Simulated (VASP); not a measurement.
# Al (P6_3/mmc) in VASP: notebook

Runs on Al. Level: PBE+D3(BJ). Tasks: single point, relaxation of cell and atoms, relaxation of shape and atoms at fixed volume.

Program: VASP 6.6.1. These are calculated values, not measurements. Logs are shortened: lines on timing, memory, paths and dates and some standing lists are left out, and cuts for length are marked.

**1. The cell of the first run**

Symmetry: P6_3/mmc, No. 194, hexagonal system. Conventional cell: a = 2.835 Å, b = 2.835 Å, c = 4.669 Å, α = 90.00°, β = 90.00°, γ = 120.00°. Al (site symmetry -6m2) has 12 Al at 2.84 to 2.85 Å within 3.7 Å.

**2. Single point, PBE+D3(BJ) (volume scaled by 1.02, then relaxed in part)**

Contents of INCAR:

```
SYSTEM = Al
ALGO = Normal
EDIFF = 1E-7
ENCUT = 520
GGA = PE
ISIF = 2
ISMEAR = -1
IVDW = 12
LASPH = .TRUE.
LCHARG = .FALSE.
LREAL = .FALSE.
LWAVE = .FALSE.
NBANDS = 10
NELM = 100
PREC = Accurate
SIGMA = 0.15
```

Contents of KPOINTS:

```
k-points
0
G
  18 18 10
  0 0 0
```

Contents of POSCAR:

```
Al
1.0
    2.8351573212      0.0000000000      0.0000000000
   -1.4175786606      2.4553182639      0.0000000000
    0.0000000000      0.0000000000      4.6688404997
Al
2
Direct
    0.6666666667      0.3333333333      0.7500000000
    0.3333333333      0.6666666667      0.2500000000
```

Potentials or basis: VASP PAW PBE potentials, release 64 (Al).

On the command line:

```console
> cat potpaw_PBE.64/Al/POTCAR > POTCAR
> mpirun -np 1 vasp_std > vasp.out
```

OUTCAR:

```text
SYSTEM = Al
   EDIFF = 1E-7
   ENCUT = 520
   GGA = PE
   ISIF = 2
   ISMEAR = -1
   IVDW = 12
   LASPH = .TRUE.
   LREAL = .FALSE.
   NELM = 100
   PREC = Accurate
 IVDW          = 12

 ion  position               nearest neighbor table
   1  0.667  0.333  0.750-   2 2.85   2 2.85   2 2.85   2 2.85   2 2.85   2 2.85
   2  0.333  0.667  0.250-   1 2.85   1 2.85   1 2.85   1 2.85   1 2.85   1 2.85

  LATTYP: Found a hexagonal cell.
 ALAT       =     2.8351573212
 C/A-ratio  =     1.6467659360

  Lattice vectors:

 A1 = (   2.8351573212,   0.0000000000,   0.0000000000)
 A2 = (  -1.4175786606,   2.4553182639,   0.0000000000)
 A3 = (   0.0000000000,   0.0000000000,   4.6688404997)

Analysis of symmetry for initial positions (statically):
=====================================================================
 Subroutine PRICEL returns:
 Original cell was already a primitive cell.

 Routine SETGRP: Setting up the symmetry group for a
 hexagonal supercell.

 Subroutine GETGRP returns: Found 24 space group operations
 (whereof 12 operations were pure point group operations)
 out of a pool of 24 trial point group operations.

The static configuration has the point symmetry D_3d.
 The point group associated with its full space group is D_6h.

Analysis of symmetry for dynamics (positions and initial velocities):
=====================================================================
 Subroutine PRICEL returns:
 Original cell was already a primitive cell.

 Routine SETGRP: Setting up the symmetry group for a
 hexagonal supercell.

 Subroutine GETGRP returns: Found 24 space group operations
 (whereof 12 operations were pure point group operations)
 out of a pool of 24 trial point group operations.

The dynamic configuration has the point symmetry D_3d.
 The point group associated with its full space group is D_6h.

 Subroutine INISYM returns: Found 24 space group operations
 (whereof 12 operations are pure point group operations),
 and found     1 'primitive' translations

----------------------------------------------------------------------------------------

                                     Primitive cell

  volume of cell :      32.5008

  direct lattice vectors                    reciprocal lattice vectors
     2.835157321  0.000000000  0.000000000     0.352714113  0.203639588  0.000000000
    -1.417578661  2.455318264  0.000000000     0.000000000  0.407279176  0.000000000
     0.000000000  0.000000000  4.668840500     0.000000000  0.000000000  0.214185942

  length of vectors
     2.835157321  2.835157321  4.668840500     0.407279176  0.407279176  0.214185942
[... 89 lines left out ...]
   POTIM  = 0.5000    time-step for ionic-motion
   TEBEG  =    0.0;   TEEND  =   0.0 temperature during run
   PSTRESS=    0.0 pullay stress
   NELECT =       6.0000    total number of electrons
   NUPDOWN=      -1.0000    fix difference up-down
   EMIN   =  10.00;   EMAX   =-10.00  energy-range for DOS
   EFERMI =   0.00;   METHOD = LEGACY
   ISMEAR =    -1;   SIGMA  =   0.15  broadening in eV -4-tet -1-fermi 0-gaus
   EFERMI_NEDOS =   21; number of points for ismear=-14 and -15
   IALGO  =     38    algorithm
   IMIX   =      4    mixing-type and parameters
     AMIX     =   0.40;   BMIX     =  1.00
     AMIX_MAG =   1.60;   BMIX_MAG =  1.00
  volume/ion in A,a.u.               =      16.25       109.66
  Fermi-wavevector in a.u.,A,eV,Ry     =   0.932167  1.761541 11.822593  0.868936
  Thomas-Fermi vector in A             =   2.058737
   LORBIT       =      0    0 simple, 1 ext, 2 COOP (PROOUT), +10 PAW based schemes
   GGA     = PE    functional components
   LHFCALC =     F    Hartree Fock is set to
   AEXX    =    0.0000 exact exchange contribution
   IVDW    =    12    specifies the selected vdW correction
   LEPSILON=     F    determine dielectric tensor
   LRPA    =     F    only Hartree local field effects (RPA)
 non-spin polarized calculation
  energy-cutoff  :      520.00
  volume of cell :       32.50
 maximum number of plane-waves:       888
 NGX is ok and might be reduce to    24
   NGX = 11   NGY = 11   NGZ = 17

 number of electron       6.0000000 magnetization

 Free energy of the ion-electron system (eV)
  ---------------------------------------------------
  ext. energy  EPLUGINS =         0.00000000
  ---------------------------------------------------
  free energy    TOTEN  =        -7.45213937 eV

  energy without entropy =       -7.38835534  energy(sigma->0) =       -7.42024735

 E-fermi :   8.1583     XC(G=0): -10.2535

 val. band max:        8.1475864123   @ k =   0.3333   0.2222   0.1000
 cond. band min:       8.1677537263   @ k =   0.3333   0.1667   0.0000
 fundamental gap:      0.0201673140
 Fermi energy:         8.1582987855

 k-point     1 :       0.0000    0.0000    0.0000
  band No.  band energies     occupation
      1      -3.0826      2.00000
      2       3.4639      2.00000
      3       3.6525      2.00000
      4      18.9945      0.00000
      5      18.9945      0.00000
      6      19.3358      0.00000
      7      19.3358      0.00000
      8      20.2358      0.00000
      9      22.4028      0.00000
     10      22.4340      0.00000
[... 287 lines left out ...]
 k-point    24 :       0.3889    0.1111    0.0000
  band No.  band energies     occupation
      1       1.8983      2.00000
      2       4.4814      2.00000
      3       8.1320      1.08729
      4       8.5358      0.14939
      5      10.4679      0.00000
      6      10.8136      0.00000
      7      11.9862      0.00000
      8      17.2216      0.00000
      9      17.4239      0.00000
     10      18.7411      0.00000

 [... further k-points ...]

------------------------ aborting loop because EDIFF is reached ----------------------------------------

 Edisp (eV)   -0.68328

 E8    (eV) :    -0.3056

  FORCE on cell =-STRESS in cart. coord.  units (eV):
  Direction    XX          YY          ZZ          XY          YZ          ZX
  --------------------------------------------------------------------------------------
  -------------------------------------------------------------------------------------
  Total      -0.32310    -0.32310    -0.32064    -0.00000    -0.00000     0.00000
  in kB     -15.92748   -15.92748   -15.80645    -0.00000    -0.00000     0.00000
  external pressure =      -15.89 kB  Pullay stress =        0.00 kB

 VOLUME and BASIS-vectors are now :
 -----------------------------------------------------------------------------
  energy-cutoff  :      520.00
  volume of cell :       32.50
      direct lattice vectors                 reciprocal lattice vectors
     2.835157321  0.000000000  0.000000000     0.352714113  0.203639588  0.000000000
    -1.417578661  2.455318264  0.000000000     0.000000000  0.407279176  0.000000000
     0.000000000  0.000000000  4.668840500     0.000000000  0.000000000  0.214185942

 POSITION                                       TOTAL-FORCE (eV/Angst)
 -----------------------------------------------------------------------------------
      1.41758      0.81844      3.50163        -0.000000      0.000000      0.000000
     -0.00000      1.63688      1.16721         0.000000     -0.000000      0.000000
 -----------------------------------------------------------------------------------
    total drift:                                0.000000     -0.000000     -0.000000

  FREE ENERGIE OF THE ION-ELECTRON SYSTEM (eV)
  ---------------------------------------------------
  free  energy   TOTEN  =        -8.1354179695 eV

  energy  without entropy=       -8.0716339451  energy(sigma->0) =       -8.10352596
```

OSZICAR:

```text
N       E                     dE             d eps       ncg     rms          rms(c)
DAV:   1    -0.148565937641E-01   -0.14857E-01   -0.23275E+03  4440   0.473E+02
DAV:   2    -0.734609907229E+01   -0.73312E+01   -0.70751E+01  5930   0.552E+01
DAV:   3    -0.750061757179E+01   -0.15452E+00   -0.15292E+00  5832   0.638E+00
DAV:   4    -0.750124759460E+01   -0.63002E-03   -0.62995E-03  5286   0.468E-01
DAV:   5    -0.750125267754E+01   -0.50829E-05   -0.50828E-05  5430   0.431E-02    0.185E+00
DAV:   6    -0.747257255823E+01    0.28680E-01   -0.31973E-03  4954   0.309E-01    0.107E+00
DAV:   7    -0.745223075487E+01    0.20342E-01   -0.91565E-03  4744   0.486E-01    0.176E-01
DAV:   8    -0.745214393576E+01    0.86819E-04   -0.83893E-05  6304   0.546E-02    0.182E-02
DAV:   9    -0.745214041081E+01    0.35249E-05   -0.15842E-06  5164   0.657E-03    0.173E-03
DAV:  10    -0.745213937473E+01    0.10361E-05   -0.27466E-08  4292   0.955E-04    0.938E-04
DAV:  11    -0.745213936510E+01    0.96263E-08   -0.13668E-09  2654   0.245E-04
   1 F= -.81354180E+01 E0= -.81035260E+01  d E =-.637840E-01
```

stdout:

```text
POSCAR found type information on POSCAR Al
 POSCAR found :  1 types and       2 ions
 scaLAPACK will be used
 LDA part: xc-table for (Slater+PW92), standard interpolation
 POSCAR, INCAR and KPOINTS ok, starting setup
 FFT: planning ... GRIDC
 FFT: planning ... GRID_SOFT
 FFT: planning ... GRID
 WAVECAR not read
 entering main loop
```

Run time: 29 s. Hardware: 1 thread of Intel Xeon 6975P-C, shared host; peak memory 0.2 GiB.

What came out:

```
Free energy                : -8.1354 eV
Pressure                   : -1.6 GPa
Band gap on the k mesh     : zero (band 3 reaches 12.27 eV, above the bottom of band 4 at 4.94 eV)
Dispersion energy per atom : -0.342 eV
```

Levels at points of the mesh, in eV from the Fermi level:
```tsv
k point	band 1	band 2	band 3	band 4	band 5	band 6
(0.00, 0.00, 0.00)	-11.24	-4.69	-4.51	10.84	10.84	11.18
(0.50, 0.00, 0.00)	-5.32	-5.16	0.60	1.09	1.47	1.74
(0.00, 0.00, 0.50)	-9.55	-9.55	3.32	3.32	12.03	12.03
(0.50, 0.00, 0.50)	-3.96	-3.96	-3.22	-3.22	7.21	7.21
```

Caveat: the cell differs from its parent crystal (volume scaled by 1.02, then relaxed in part); pairwise dispersion overbinds metals, which lowers pressure and volume.

**3. Relaxation of cell and atoms, PBE+D3(BJ), target pressure 8 GPa, at which the enthalpy is minimised**

This run uses another cell than the first one, of 15.40 Å³/atom, 0.948 times its volume.

Contents of INCAR:

```
PREC = Accurate
ENCUT = 600
EDIFF = 1E-7
ISMEAR = -1
SIGMA = 0.15
LREAL = False
LASPH = True
NELM = 60
ALGO = Normal
ISIF = 3
LWAVE = False
LCHARG = False
GGA = PE
IVDW = 12
IBRION = 2
NSW = 80
EDIFFG = -0.001
PSTRESS = 80.0
```

Contents of KPOINTS:

```
Automatic mesh
0
Gamma
  18 18 10
```

Contents of POSCAR:

```
Al
1.0
    2.7866299143      0.0000000000      0.0000000000
   -1.3933149571      2.4132922967      0.0000000000
    0.0000000000      0.0000000000      4.5808157323
Al
2
Direct
    0.6666666667      0.3333333333      0.7500000000
    0.3333333333      0.6666666667      0.2500000000
```

Potentials or basis: VASP PAW PBE potentials, release 64 (Al).

On the command line:

```console
> cat potpaw_PBE.64/Al/POTCAR > POTCAR
> mpirun -np 1 vasp_std > vasp.out
```

It took 88 s on 1 thread of Intel Xeon 6975P-C, shared host; peak memory 0.2 GiB.

The run converged. Its results:

| Property | Result |
| --- | --- |
| Free energy | -8.0812 eV |
| Relaxed volume | 14.69 Å³/atom |
| Relaxed cell | a = 2.744 Å, b = 2.744 Å, c = 4.504 Å, α = 90.00°, β = 90.00°, γ = 120.00° |
| Space group after relaxing (to 0.05 Å) | P6_3/mmc (No. 194) |
| Energy change on relaxing (the enthalpy is what falls) | +24.1 meV/atom |
| Ionic steps | 8 |
| Pressure after relaxing | 8.0 GPa |
| Band gap on the k mesh | zero (band 3 reaches 13.60 eV, above the bottom of band 4 at 5.93 eV) |
| Dispersion energy per atom | -0.380 eV |

The path:
```
step  energy change (eV)  largest force (eV/Å)  pressure (GPa)  volume (Å³)
   1              0.0000                0.0000            2.97        30.81
   2              0.0874                0.0000           10.82        28.70
   3              0.0482                0.0000            8.01        29.37
   4              0.0468                0.0000            7.89        29.40
   5              0.0468                0.0000            7.90        29.40
   6              0.0469                0.0000            7.90        29.40
   7              0.0478                0.0000            7.97        29.38
   8              0.0482                0.0000            8.00        29.37
```

Final structure:
```xyz
2
Lattice="2.7440 0.0000 0.0000 -1.3720 2.3764 0.0000 0.0000 0.0000 4.5042" Properties=species:S:1:pos:R:3 pbc="T T T"
Al    1.3720    0.7921    3.3781
Al    0.0000    1.5843    1.1260
```

Levels at points of the mesh, in eV from the Fermi level:
```csv
k point,band 1,band 2,band 3,band 4,band 5,band 6
"(0.00, 0.00, 0.00)",-11.98,-5.10,-4.62,11.65,11.65,11.71
"(0.50, 0.00, 0.00)",-5.63,-5.59,0.59,1.31,1.33,1.99
"(0.00, 0.00, 0.50)",-10.16,-10.16,3.58,3.58,12.60,12.60
"(0.50, 0.00, 0.50)",-4.30,-4.30,-3.35,-3.35,7.75,7.75
```

Caveat: the cell is relaxed towards a set pressure, so the enthalpy falls and the energy may rise; pairwise dispersion overbinds metals, which lowers pressure and volume.

**4. Relaxation of shape and atoms at fixed volume, PBE+D3(BJ) (volume scaled by 0.98)**

Contents of INCAR:

```
ALGO = Fast
EDIFF = 1E-7
EDIFFG = -0.001
ENCUT = 600
GGA = PE
IBRION = 2
ISIF = 4
ISMEAR = -1
IVDW = 12
LASPH = True
LCHARG = False
LREAL = False
LWAVE = False
NELM = 100
NSW = 80
PREC = Accurate
SIGMA = 0.15
```

Contents of KPOINTS:

```
k-points
0
Gamma
  18 18 10
```

Contents of POSCAR:

```
Al
1.0
    2.7980615921      0.0000000000      0.0000000000
   -1.3990307960      2.4231924202      0.0000000000
    0.0000000000      0.0000000000      4.6054781527
Al
2
Direct
    0.6666666667      0.3333333333      0.7500000000
    0.3333333333      0.6666666667      0.2500000000
```

On the command line:

```console
> cat potpaw_PBE.64/Al/POTCAR > POTCAR
> mpirun -np 1 vasp_std > vasp.out
```

It took 44 s on 1 thread of Intel Xeon 6975P-C, shared host; peak memory 0.2 GiB.

Results (log left out):

```yaml
Free_energy: -8.1355 eV
Energy_gained_by_relaxing: 0.0 meV/atom
Ionic_steps: 3
Pressure_after_relaxing: 1.7 GPa
Band_gap_on_the_k_mesh: zero (band 3 reaches 12.78 eV, above the bottom of band 4 at 5.32 eV)
Dispersion_energy_per_atom: -0.356 eV
```

Final structure:
```yaml
crystal:
  lattice:
    - [2.79874, 0.00000, 0.00000]
    - [-1.39937, 2.42378, 0.00000]
    - [0.00000, 0.00000, 4.60324]
  atoms:
    - { symbol: Al, position: [0.66667, 0.33333, 0.75000] }
    - { symbol: Al, position: [0.33333, 0.66667, 0.25000] }
```

Levels at points of the mesh, in eV from the Fermi level:
| k point | band 1 | band 2 | band 3 | band 4 | band 5 | band 6 |
| --- | --- | --- | --- | --- | --- | --- |
| (0.00, 0.00, 0.00) | -11.53 | -4.86 | -4.55 | 11.15 | 11.15 | 11.39 |
| (0.50, 0.00, 0.00) | -5.44 | -5.33 | 0.60 | 1.17 | 1.42 | 1.85 |
| (0.00, 0.00, 0.50) | -9.79 | -9.79 | 3.42 | 3.42 | 12.26 | 12.26 |
| (0.50, 0.00, 0.50) | -4.09 | -4.09 | -3.27 | -3.27 | 7.42 | 7.42 |

Caveat: the cell differs from its parent crystal (volume scaled by 0.98); pairwise dispersion overbinds metals, which lowers pressure and volume.

[end of part 1 of 2]
